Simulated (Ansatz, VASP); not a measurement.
## Two plane-wave programs on HfO2

```xyz
9
Lattice="2.5292 -2.5292 0.0000 2.5292 0.0000 -2.5292 4.9717 4.9717 4.9717" Properties=species:S:1:pos:R:3 pbc="T T T"
Hf    4.2154    4.2154    4.2154
Hf    4.2154    1.6862    1.6862
Hf    4.2154   -0.8430   -0.8430
O     5.4799    0.4216    0.4216
O     2.9508   -2.1075    0.4216
O     5.4799    2.9508    2.9508
O     8.0091    2.9508    2.9508
O     5.4799    0.4216    2.9508
O     2.9508    0.4216    0.4216
```

Alike in both runs: task single point; functional r2SCAN; k mesh 7 × 7 × 3; occupations gaussian, width 0.05 eV; no spin polarisation.

```csv
,VASP,Ansatz
version,VASP 6.6.1,Ansatz 0.2.0
potentials or method,"VASP PAW PBE potentials, release 64 (Hf_pv, O), cutoff 520 eV","scalar-relativistic, plane waves, PAW"
valence electrons in the cell,66,114
```

Ansatz gave:

| Item | Value |
| --- | --- |
| gap on the k mesh at the Fermi level (eV) | 4.56 |
| least direct gap on the mesh (eV) | 4.64 |
| pressure (GPa) | 6.0 |
| traceless stress, the component that is largest in VASP (GPa) | 2.67 |
| rms of the force components (eV/Å) | 0.520 |

Question: Estimate VASP's values.

Answer: gap on the k mesh at the Fermi level (eV): 4.57; least direct gap on the mesh (eV): 4.66; pressure (GPa): 1.9; traceless stress, the component that is largest in VASP (GPa): 2.55; rms of the force components (eV/Å): 0.499.

VASP's potentials were made for PBE, not for r2SCAN. Atom by atom the forces differ by 0.021 eV/Å (rms over components). One of these differences is far larger than is usual between the two programs; its cause wasn't traced. VASP's potentials hold 66 valence electrons a cell and Ansatz's 114, so a difference there can come from the potentials and not from the codes.

Spin-orbit coupling is off throughout.
